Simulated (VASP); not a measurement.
Here is a VASP 6.6.1 calculation.

Contents of POSCAR:

```
TiAl
1.0
    2.8672622327      0.0000000000      0.0000000000
   -1.4336311163      2.4831219328      0.0000000000
    0.0000000000      0.0000000000      4.6780830000
Ti Al
1 1
Direct
    0.0201359423      0.0402718846      0.0000000000
    0.3333333333      0.6666666667      0.5000000000
```

The input INCAR.step1:

```
SYSTEM = TiAl
PREC = Accurate ; ENCUT = 520
ISMEAR = 0 ; SIGMA = 0.15
LREAL = .FALSE. ; LASPH = .TRUE.
NELM = 80 ; NBANDS = 14
GGA = PE ; ALGO = Normal
EDIFF = 1E-4 ; LWAVE = .TRUE.
LCHARG = .FALSE.
```

INCAR.step2

```
SYSTEM = TiAl
PREC = Accurate ; ENCUT = 520
EDIFF = 1E-6 ; ISMEAR = 0
SIGMA = 0.15 ; LREAL = .FALSE.
LASPH = .TRUE. ; NELM = 80
ALGO = Normal ; ISIF = 2
LWAVE = .FALSE. ; LCHARG = .FALSE.
METAGGA = R2SCAN ; LMIXTAU = .TRUE.
NBANDS = 14 ; ISTART = 1
```

The input KPOINTS:

```
regular mesh
0
G
  18 18 10
  0 0 0
```

Potentials or basis: VASP PAW PBE potentials, release 64 (Ti_sv, Al).

Run with:

```console
$ cat potpaw_PBE.64/Ti_sv/POTCAR potpaw_PBE.64/Al/POTCAR > POTCAR
$ cp INCAR.step1 INCAR
$ mpirun -np 1 vasp_std > vasp.out
$ cp INCAR.step2 INCAR
$ mpirun -np 1 vasp_std > vasp.out
```

(1) Predict the largest force.

(2) Predict the pressure.

Answers

(1) 0.237 eV/Å.

(2) -0.9 GPa.

Caveat: the cell differs from its parent crystal (atom 1 (Ti) moved by (+0.000, +0.100) A along x and y); the PAW data sets were made with another functional, which shifts forces and pressure a little.
